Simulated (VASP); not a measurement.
**TiPd: single point with LDA**

The system is TiPd.

```xyz
2
Lattice="2.8147 0.0000 0.0000 0.0000 2.8147 0.0000 0.0000 0.0000 3.8658" Properties=species:S:1:pos:R:3 pbc="T T T"
Ti    0.0000    0.0000    0.0000
Pd    1.4074    1.4074    1.9329
```

- Program: VASP 6.6.1
- Task: single point
- Functional: LDA
- Potentials or basis: VASP PAW LDA potentials, release 64 (Ti_sv, Pd)
- Cutoff: 520 eV
- k mesh: 8 × 8 × 6
- Occupations: fermi-dirac, width 0.05 eV
- Spin: no spin polarisation

```json
{
  "Pressure": "-8.8 GPa",
  "Band gap on the k mesh": "zero (band 11 reaches 12.11 eV, above the bottom of band 12 at 8.73 eV)"
}
```

Stress tensor (GPa, compression positive):
```
-8.40  0.00  0.00
 0.00 -8.40  0.00
 0.00  0.00 -9.50
```

Levels at points of the mesh, in eV from the Fermi level:
```
           k point  band 8  band 9  band 10  band 11  band 12  band 13  band 14  band 15
(0.00, 0.00, 0.00)   -2.94   -2.94    -1.86    -0.50     0.59     2.69     2.69     2.95
(0.50, 0.00, 0.00)   -2.89   -2.69    -2.42    -0.85    -0.52     1.20     1.32     2.13
(0.50, 0.50, 0.00)   -4.79   -0.90     0.41     2.27     2.27     2.53     2.55     2.55
(0.00, 0.00, 0.50)   -2.66   -2.66    -2.65    -1.79    -1.10     1.00     1.66     1.66
(0.50, 0.00, 0.50)   -3.19   -2.89    -0.07     0.04     0.28     0.55     2.15     2.68
(0.50, 0.50, 0.50)   -2.44   -2.22    -1.09    -1.09    -0.90     1.98     3.81     8.45
```

It took 48 s on 1 thread of Intel Xeon 8259CL (shared host), peak memory 0.16 GiB.
